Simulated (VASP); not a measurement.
Input of a VASP 6.6.1 run:

Contents of INCAR:

```
ALGO = Normal
EDIFF = 1E-6
EDIFFG = -0.04
ENCUT = 600
GGA = PE
IBRION = 2
ISIF = 3
ISMEAR = 0
LASPH = T
LCHARG = F
LREAL = F
LWAVE = F
NELM = 80
NSW = 90
PREC = Accurate
SIGMA = 0.1
```

File KPOINTS:

```
k-points
0
Gamma
  4 4 4
```

File POSCAR:

```
ZnS3
1.0
    4.8541546900      0.0000000000      0.0000000000
    0.0000000000      4.8541546900      0.0000000000
    0.0000000000      0.0000000000      4.2375516800
Zn S
1 3
Direct
    0.0000000000      0.0000000000      0.0000000000
    0.5000000000      0.5000000000      0.0000000000
    0.0000000000      0.5000000000      0.5000000000
    0.5000000000      0.0000000000      0.5000000000
```

Potentials or basis: VASP PAW PBE potentials, release 64 (Zn, S).

Run with:

```sh
$ cat potpaw_PBE.64/Zn/POTCAR potpaw_PBE.64/S/POTCAR > POTCAR
$ mpirun -np 1 vasp_std > vasp.out
```

**Question.** Predict the relaxed cell.

**Answer.** a = 4.893 Å, b = 4.893 Å, c = 2.676 Å, α = 90.00°, β = 90.00°, γ = 90.00°.

**Question.** Predict the band gap on the k mesh.

**Answer.** Zero (bands 15 and 16 overlap by 3.59 eV).

**Question.** Estimate the relaxed volume.

**Answer.** 16.02 Å³/atom.

Stress tensor (GPa, compression positive):
```
-0.33  0.00  0.00
 0.00 -0.33  0.00
 0.00  0.00  0.35
```

Caveat: the k points lie up to 0.59 Å⁻¹ apart in the final cell, too coarse for converged energies and pressures of a metal; the volume moved by over 15 % at a fixed basis, so the end points are rough.
